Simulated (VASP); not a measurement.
# CaSe: single point with PBE

The system is CaSe.

```
Ca Se
1.0
     0.00000    3.30000    3.30000
     3.30000    0.00000    3.30000
     3.30000    3.30000    0.00000
Ca Se
1 1
Direct
  0.00000 0.00000 0.00000
  0.75000 0.75000 0.75000
```

```json
{
  "Program": "VASP 6.6.1",
  "Task": "single point",
  "Functional": "PBE",
  "Potentials or basis": "VASP PAW PBE potentials, release 64 (Ca_sv, Se)",
  "Cutoff": "500 eV",
  "k mesh": "2 × 2 × 2",
  "Occupations": "gaussian, width 0.1 eV",
  "Spin": "no spin polarisation",
  "Dipole correction": "no",
  "Further INCAR settings": "ALGO = Normal; EDIFF = 1e-06; NBANDS = 15"
}
```

* Pressure: 0.4 GPa
* Band gap on the k mesh: 3.15 eV, indirect (least direct gap 3.23 eV)

Levels at points of the mesh, in eV from the valence-band top:
```csv
k point,band 5,band 6,band 7,band 8,band 9,band 10,band 11,band 12
"(0.00, 0.00, 0.00)",-10.26,-0.08,-0.08,-0.08,3.15,5.31,5.31,7.29
"(0.50, 0.00, 0.00)",-10.01,-1.19,0.00,0.00,5.03,5.43,5.43,5.75
"(0.50, 0.50, 0.00)",-9.93,-1.22,-0.03,-0.03,3.53,4.92,6.02,6.02
```

It took 4.2 s on 1 thread of Intel(R) Xeon(R) Platinum 8481C CPU @ 2.70GHz (Sapphire Rapids), on a shared host, peak memory 0.19 GiB.

Caveat: the k points lie up to 0.82 Å⁻¹ apart. A k mesh can miss the band edges.
